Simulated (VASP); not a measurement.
Write the native input for VASP 6.6.1 that does the following.

```
Task                   : single point
Functional             : PBE
Potentials or basis    : VASP PAW PBE potentials, release 64 (Te)
Cutoff                 : 520 eV
k mesh                 : 7 × 7 × 5
Occupations            : fermi-dirac, width 0.02 eV
Spin                   : no spin polarisation
Dipole correction      : no
Further INCAR settings : ALGO = Normal; EDIFF = 1e-06; NBANDS = 16
```

The structure of Te lies in POSCAR:

```
Te
1.0
    4.6469134246      0.0000000000      0.0000000000
   -2.3234567124      4.0243450750      0.0000000000
    0.0000000000      0.0000000000      5.9584822558
Te
3
Direct
    0.2566971700      0.0000000000      0.3333333300
    0.0000000000      0.2566971700      0.6666666700
    0.7433028300      0.7433028300      0.0000000000
```

The input as run:

INCAR

```
SYSTEM = Te
PREC     = Accurate       ! precision mode
ENCUT    = 520            ! plane-wave cutoff, eV
EDIFF    = 1E-6           ! SCF threshold, eV
ISMEAR   = -1             ! smearing method
SIGMA    = 0.02           ! smearing width, eV
LREAL    = .FALSE.        ! projectors in reciprocal space
LASPH    = .TRUE.         ! aspherical terms in the spheres
NELM     = 80             ! most SCF steps
ALGO     = Normal         ! electronic algorithm
ISIF     = 2              ! what is computed and relaxed
LWAVE    = .FALSE.        ! write WAVECAR
LCHARG   = .FALSE.        ! write CHGCAR
GGA      = PE             ! functional
NBANDS   = 16             ! bands
```

KPOINTS

```
Automatic mesh
0
G
  7 7 5
  0 0 0
```

Potentials or basis: VASP PAW PBE potentials, release 64 (Te).

Run with:

```sh
$ cat potpaw_PBE.64/Te/POTCAR > POTCAR
$ mpirun -np 1 vasp_std > vasp.out
```

Results of the run:

The pressure is -0.7 GPa, the largest force is 0.031 eV/Å and the band gap on the k mesh is 0.77 eV, indirect (least direct gap 0.89 eV).

Caveat: spin-orbit coupling is left out, which moves the levels of the heavy elements.

Run time: 45 s on 1 thread of AMD EPYC 7R13 Processor (Zen 3), on a shared host, peak memory 0.21 GiB.
